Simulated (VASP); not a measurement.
A run of VASP 6.6.1 is set up as follows.

Contents of INCAR:

```
ALGO     = Normal         # electronic algorithm
DIPOL    = 0.5 0.5 0.496
EDIFF    = 1E-6           # SCF threshold, eV
ENCUT    = 520            # plane-wave cutoff, eV
GGA      = PS             # functional
IDIPOL   = 3            
ISIF     = 2              # what is computed and relaxed
ISMEAR   = 0              # smearing method
ISPIN    = 2              # spin polarisation
LASPH    = True           # aspherical terms in the spheres
LCHARG   = False          # write CHGCAR
LDIPOL   = True         
LMAXMIX  = 4              # l up to which the mixer works
LORBIT   = 11             # projections on sites
LREAL    = False          # projectors in reciprocal space
LWAVE    = False          # write WAVECAR
MAGMOM   = 1.94 1.87 1.83 1.86 1.92 1 # initial moments
NBANDS   = 36             # bands
NELM     = 150            # most SCF steps
PREC     = Accurate       # precision mode
SIGMA    = 0.1            # smearing width, eV
```

File KPOINTS:

```
k-points
0
Gamma
  12 12 1
```

Contents of POSCAR:

```
Co5H
1.0
    2.4564239303      0.0000000000      0.0000000000
   -1.2282119652      2.1273255261      0.0000000000
    0.0000000000      0.0000000000     26.9388241190
Co H
5 1
Direct
    0.6666666667      0.3333333333      0.3155297337
    0.3333333333      0.6666666667      0.3892042942
    0.6666666667      0.3333333333      0.4631036639
    0.3333333333      0.6666666667      0.5374086796
    0.6666666667      0.3333333333      0.6089481499
    0.6666666667      0.3333333333      0.6639347143
```

Potentials or basis: VASP PAW PBE potentials, release 64 (Co, H).

Command:

```bash
$ cat potpaw_PBE.64/Co/POTCAR potpaw_PBE.64/H/POTCAR > POTCAR
$ mpirun -np 1 vasp_std > vasp.out
```

Task: What does it give for the site moments?

Result: Co +1.70, +1.61, +1.57, +1.45, +1.13; H -0.04 μB.

Task: Estimate the largest force.

Result: 0.376 eV/Å.

Task: Predict the net moment.

Result: 7.36 μB per cell.

Forces on the atoms (eV/Å):
```
Co   0.000  0.000  0.376
Co   0.000  0.000 -0.338
Co   0.000  0.000  0.115
Co   0.000  0.000 -0.297
Co   0.000  0.000  0.128
H    0.000  0.000  0.016
```

Caveat: the PAW data sets were made with another functional, which shifts forces and pressure a little.
